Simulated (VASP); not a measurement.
# Co (Fm-3m) in VASP: a series of runs

The runs below take Co through single point, with r2SCAN.

Everything below comes from runs of VASP 6.6.1. Logs are shortened: lines on timing, memory, paths and dates and some standing lists are left out, and cuts for length are marked.

### 1 The cell of the first run

It takes space group Fm-3m (No. 225, cubic). The conventional cell has a = 3.590 Å, b = 3.590 Å, c = 3.590 Å, α = 90.00°, β = 90.00°, γ = 90.00°. Within 3.4 Å of Co (site symmetry m-3m) lie 12 Co at 2.54 Å.

This isn't the form of Co at room conditions, which is hcp.

### 2 Single point, r2SCAN, collinear spin, ferromagnetic start

POSCAR

```
Co
1.0
    0.0000000000      3.5900000000      3.5900000000
    1.7950000000      0.0000000000      1.7950000000
    1.7950000000      1.7950000000      0.0000000000
Co
2
Direct
    0.0000000000      0.0000000000      0.0000000000
    0.5000000000      0.0000000000      0.0000000000
```

INCAR.step1

```
PREC = Accurate
ENCUT = 520
ISMEAR = -1
SIGMA = 0.1
LREAL = F
LASPH = T
NELM = 150
ISPIN = 2
MAGMOM = 2.15 2.15
LMAXMIX = 4
NBANDS = 20
GGA = PE
ALGO = Normal
EDIFF = 1E-4
LWAVE = T
LCHARG = F
```

INCAR.step2

```
PREC = Accurate
ENCUT = 520
EDIFF = 1E-7
ISMEAR = -1
SIGMA = 0.1
LREAL = F
LASPH = T
NELM = 150
ALGO = Normal
ISIF = 2
LWAVE = F
LCHARG = F
ISPIN = 2
MAGMOM = 2.15 2.15
LORBIT = 11
LMAXMIX = 4
METAGGA = R2SCAN
LMIXTAU = T
NBANDS = 20
ISTART = 1
```

KPOINTS

```
Automatic mesh
0
Gamma
  6 12 12
```

Potentials or basis: VASP PAW PBE potentials, release 64 (Co).

On the command line:

```bash
> cat potpaw_PBE.64/Co/POTCAR > POTCAR
> cp INCAR.step1 INCAR
> mpirun -np 1 vasp_std > vasp.out
> cp INCAR.step2 INCAR
> mpirun -np 1 vasp_std > vasp.out
```

OUTCAR:

```text
PREC = Accurate
   ENCUT = 520
   EDIFF = 1E-7
   ISMEAR = -1
   LREAL = F
   LASPH = T
   NELM = 150
   ISIF = 2
   ISPIN = 2
   LORBIT = 11
   METAGGA = R2SCAN
   ISTART = 1

 ion  position               nearest neighbor table
   1  0.000  0.000  0.000-   2 2.54   2 2.54   2 2.54   2 2.54   2 2.54   2 2.54
   2  0.500  0.000  0.000-   1 2.54   1 2.54   1 2.54   1 2.54   1 2.54   1 2.54

  LATTYP: Found a trigonal (rhomboedric) cell.
 ALAT       =     4.3968340883
 COS(alpha) =     0.8333333333

  Lattice vectors:

 A1 = (   1.7950000000,  -1.7950000000,  -3.5900000000)
 A2 = (   3.5900000000,  -1.7950000000,  -1.7950000000)
 A3 = (   1.7950000000,  -3.5900000000,  -1.7950000000)

Analysis of symmetry for initial positions (statically):
=====================================================================
 Subroutine PRICEL returns following result:

  LATTYP: Found a face centered cubic cell.
 ALAT       =     3.5900000000
[... 12 lines left out ...]
 Subroutine GETGRP returns: Found 12 space group operations
 (whereof 12 operations were pure point group operations)
 out of a pool of 12 trial point group operations.

The static configuration has the point symmetry D_3d.

Analysis of symmetry for dynamics (positions and initial velocities):
=====================================================================
 Subroutine PRICEL returns following result:

  LATTYP: Found a face centered cubic cell.
 ALAT       =     3.5900000000
[... 12 lines left out ...]
 Subroutine GETGRP returns: Found 12 space group operations
 (whereof 12 operations were pure point group operations)
 out of a pool of 12 trial point group operations.

The dynamic configuration has the point symmetry D_3d.

Analysis of structural, dynamic, and magnetic symmetry:
=====================================================================
 Subroutine PRICEL returns following result:

  LATTYP: Found a face centered cubic cell.
 ALAT       =     3.5900000000
[... 12 lines left out ...]
 Subroutine GETGRP returns: Found 12 space group operations
 (whereof 12 operations were pure point group operations)
 out of a pool of 12 trial point group operations.

The overall configuration has the point symmetry D_3d.

 Subroutine INISYM returns: Found 12 space group operations
 (whereof 12 operations are pure point group operations),
 and found     2 'primitive' translations

----------------------------------------------------------------------------------------

                                     Primitive cell

  volume of cell :      11.5671

  direct lattice vectors                    reciprocal lattice vectors
     0.000000000  1.795000000  1.795000000    -0.278551532  0.278551532  0.278551532
     1.795000000  0.000000000  1.795000000     0.278551532 -0.278551532  0.278551532
     1.795000000  1.795000000  0.000000000     0.278551532  0.278551532 -0.278551532

  length of vectors
     2.538513344  2.538513344  2.538513344     0.482465406  0.482465406  0.482465406

  position of ions in fractional coordinates (direct lattice)
     0.000000000  0.000000000  0.000000000

  ion indices of the primitive-cell ions
   primitive index   ion index
                 1           1

----------------------------------------------------------------------------------------

 KPOINTS: Automatic mesh

Automatic generation of k-mesh.
 Grid dimensions read from file:
 generate k-points for:    6   12   12

 Generating k-lattice:

  Cartesian coordinates                     Fractional coordinates (reciprocal lattice)
    -0.023212628  0.023212628  0.023212628     0.166666667  0.000000000  0.000000000
     0.023212628 -0.023212628  0.023212628     0.000000000  0.083333333  0.000000000
     0.023212628  0.023212628 -0.023212628     0.000000000  0.000000000  0.083333333

  Length of vectors
     0.040205451  0.040205451  0.040205451

  Shift w.r.t. Gamma in fractional coordinates (k-lattice)
     0.000000000  0.000000000  0.000000000

 -----------------------------------------------------------------------------
|                                                                             |
[... 15 lines left out ...]
 -----------------------------------------------------------------------------

 Subroutine IBZKPT returns following result:
 ===========================================

 Found     98 irreducible k-points:

 Following reciprocal coordinates:
            Coordinates               Weight
  0.000000  0.000000  0.000000      1.000000
  0.166667  0.000000  0.000000      2.000000
  0.333333  0.000000  0.000000      2.000000
  0.500000  0.000000  0.000000      1.000000
  0.000000  0.083333  0.000000      6.000000
  0.166667  0.083333  0.000000      6.000000
[... 16 lines left out ...]
  0.000000  0.333333  0.000000      6.000000
  0.166667  0.333333  0.000000      6.000000
 [... further k-points ...]
   k-points           NKPTS =     98   k-points in BZ     NKDIM =     98   number of bands    NBANDS=     20
   number of dos      NEDOS =    301   number of ions     NIONS =      2
   total plane-waves  NPLWV =  16000
   dimension x,y,z NGX =    40 NGY =   20 NGZ =   20
   dimension x,y,z NGXF=    80 NGYF=   40 NGZF=   40
   ions per type =               2
   NGX,Y,Z   is equivalent  to a cutoff of  13.10, 13.10, 13.10 a.u.
   NGXF,Y,Z  is equivalent  to a cutoff of  26.20, 26.20, 26.20 a.u.
 SYSTEM =  unknown system
   PREC   = accura    normal or accurate (medium, high low for compatibility)
   ISTART =      1    job   : 0-new  1-cont  2-samecut
   ICHARG =      0    charge: 1-file 2-atom 10-const
   ISPIN  =      2    spin polarized calculation?
   LNONCOLLINEAR =      F non collinear calculations
   LSORBIT =      F    spin-orbit coupling
   LASPH  =      T    aspherical Exc in radial PAW
   ENCUT  =  520.0 eV  38.22 Ry    6.18 a.u.   9.44  4.72  4.72*2*pi/ulx,y,z
   NELM   =    150;   NELMIN=  2; NELMDL=  0     # of ELM steps
   EDIFF  = 0.1E-06   stopping-criterion for ELM
   LREAL  =      F    real-space projection
   EDIFFG = 0.1E-05   stopping-criterion for IOM
   NSW    =      0    number of steps for IOM
   IBRION =     -1    ionic relax: 0-MD 1-quasi-New 2-CG
   NFREE  =      0    steps in history (QN), initial steepest desc. (CG)
   ISIF   =      2    stress and relaxation
   ISYM   =      2    0-nonsym 1-usesym 2-fastsym
   POTIM  = 0.5000    time-step for ionic-motion
   TEBEG  =    0.0;   TEEND  =   0.0 temperature during run
   PSTRESS=    0.0 pullay stress
   NELECT =      18.0000    total number of electrons
   NUPDOWN=      -1.0000    fix difference up-down
   EMIN   =  10.00;   EMAX   =-10.00  energy-range for DOS
   EFERMI =   0.00;   METHOD = LEGACY
   ISMEAR =    -1;   SIGMA  =   0.10  broadening in eV -4-tet -1-fermi 0-gaus
   EFERMI_NEDOS =   21; number of points for ismear=-14 and -15
   IALGO  =     38    algorithm
   IMIX   =      4    mixing-type and parameters
     AMIX     =   0.40;   BMIX     =  1.00
     AMIX_MAG =   1.60;   BMIX_MAG =  1.00
  volume/ion in A,a.u.               =      11.57        78.06
  Fermi-wavevector in a.u.,A,eV,Ry     =   1.505733  2.845422 30.847550  2.267231
  Thomas-Fermi vector in A             =   2.616543
   LORBIT       =     11    0 simple, 1 ext, 2 COOP (PROOUT), +10 PAW based schemes
   METAGGA = R2SCAN    functional components
   LHFCALC =     F    Hartree Fock is set to
   AEXX    =    0.0000 exact exchange contribution
   IVDW    =     0    specifies the selected vdW correction
   LEPSILON=     F    determine dielectric tensor
   LRPA    =     F    only Hartree local field effects (RPA)
 spin polarized calculation
  energy-cutoff  :      520.00
  volume of cell :       23.13
 maximum number of plane-waves:       636
 NGX is ok and might be reduce to    40
   NGX = 19   NGY =  9   NGZ =  9

 number of electron      18.0000012 magnetization       3.6521277

 Free energy of the ion-electron system (eV)
  ---------------------------------------------------
  ext. energy  EPLUGINS =         0.00000000
  ---------------------------------------------------
  free energy    TOTEN  =       -26.43327312 eV

  energy without entropy =      -26.38774513  energy(sigma->0) =      -26.41050913

 E-fermi :   9.7065     XC(G=0): -14.2298

 val. band max:        9.6747615185   @ k =   0.0000   0.2500   0.0000
 cond. band min:       9.7843901760   @ k =   0.0000   0.5000   0.0833
 fundamental gap:      0.1096286575
 Fermi energy:         9.7065037435

 spin component 1

 k-point     1 :       0.0000    0.0000    0.0000
  band No.  band energies     occupation
      1       0.4247      1.00000
      2       4.0832      1.00000
      3       5.9489      1.00000
      4       5.9490      1.00000
      5       6.3431      1.00000
      6       6.3431      1.00000
[... 541 lines left out ...]
     19      31.6555      0.00000
     20      34.8632      0.00000

 [... further k-points ...]

 spin component 2

 k-point     1 :       0.0000    0.0000    0.0000
  band No.  band energies     occupation
      1      -0.0365      1.00000
      2       5.0832      1.00000
      3       8.2914      1.00000
      4       8.2917      1.00000
      5       8.2917      1.00000
      6       8.6357      0.99998
[... 541 lines left out ...]
     19      32.4821      0.00000
     20      35.7348      0.00000

 [... further k-points ...]

------------------------ aborting loop because EDIFF is reached ----------------------------------------

  FORCE on cell =-STRESS in cart. coord.  units (eV):
  Direction    XX          YY          ZZ          XY          YZ          ZX
  --------------------------------------------------------------------------------------
  -------------------------------------------------------------------------------------
  Total       -1.7673414     -1.7673414     -1.7673414     -0.0001572      0.0001572     -0.0001572
  in kB     -122.3989462   -122.3989462   -122.3989462     -0.0108838      0.0108838     -0.0108838
  external PRESSURE =    -122.3989462 kB  Pullay stress =       0.0000000 kB

 VOLUME and BASIS-vectors are now :
 -----------------------------------------------------------------------------
  energy-cutoff  :      520.00
  volume of cell :       23.13
      direct lattice vectors                 reciprocal lattice vectors
     0.000000000  3.590000000  3.590000000    -0.139275766  0.139275766  0.139275766
     1.795000000  0.000000000  1.795000000     0.278551532 -0.278551532  0.278551532
     1.795000000  1.795000000  0.000000000     0.278551532  0.278551532 -0.278551532

 POSITION                                       TOTAL-FORCE (eV/Angst)
 -----------------------------------------------------------------------------------
      0.00000      0.00000      0.00000        -0.000000      0.000000      0.000000
      0.00000      1.79500      1.79500         0.000000     -0.000000     -0.000000
 -----------------------------------------------------------------------------------
    total drift:                               -0.000000     -0.000000     -0.000000

  FREE ENERGIE OF THE ION-ELECTRON SYSTEM (eV)
  ---------------------------------------------------
  free  energy   TOTEN  =       -26.4332731232 eV

  energy  without entropy=      -26.3877451345  energy(sigma->0) =      -26.41050913

 total charge

# of ion       s       p       d       tot
------------------------------------------
    1        0.484   0.511   7.180   8.175
    2        0.484   0.511   7.180   8.175
--------------------------------------------------
tot          0.968   1.022  14.360  16.350

 magnetization (x)

# of ion       s       p       d       tot
------------------------------------------
    1       -0.002  -0.059   1.955   1.895
    2       -0.002  -0.059   1.955   1.895
--------------------------------------------------
tot         -0.003  -0.118   3.910   3.789
```

Run time: 2.5 min. Hardware: 1 thread of Intel Xeon 6975P-C (Granite Rapids), shared host; peak memory 0.2 GiB.

What came out:

| Property | Result |
| --- | --- |
| Free energy | -26.4333 eV |
| Pressure | -12.2 GPa |
| Net moment | 3.65 μB per cell |
| Site moments | Co +1.90 μB |
| Valence electrons inside the program's atomic spheres | Co 8.18 |

Levels at points of the mesh, in eV from the Fermi level:
Spin up:
```csv
k point,band 8,band 9,band 10,band 11,band 12,band 13,band 14,band 15
"(0.00, 0.00, 0.00)",-2.87,-2.87,-1.76,-1.76,-0.60,5.28,21.61,23.01
"(0.50, 0.00, 0.00)",-3.41,-2.51,-2.51,-2.51,-2.51,14.03,14.03,23.18
"(0.00, 0.50, 0.00)",-1.76,-1.37,-1.37,-0.60,2.14,5.28,8.62,14.46
"(0.50, 0.50, 0.00)",-2.95,-1.65,-1.65,1.64,1.64,8.09,8.09,14.08
```
Spin down:
```
           k point  band 3  band 4  band 5  band 6  band 7  band 8  band 9  band 10  band 11  band 12
(0.00, 0.00, 0.00)   -1.42   -1.41   -1.41   -1.07   -1.00   -1.00    0.98     0.98     1.29     1.29
(0.50, 0.00, 0.00)   -2.01   -2.01   -1.01   -1.01   -1.01   -1.01    0.88     0.88     0.88     0.88
(0.00, 0.50, 0.00)   -3.64   -1.07   -1.00   -1.00    0.90    0.90    1.29     1.29     1.84     1.90
(0.50, 0.50, 0.00)   -2.81   -2.81   -1.46   -1.46   -0.03   -0.03    1.41     1.41     3.05     3.05
```

Caveat: the cell stands under tension; the PAW data sets were made with another functional, which shifts forces and pressure a little.

[end of part 1 of 2]
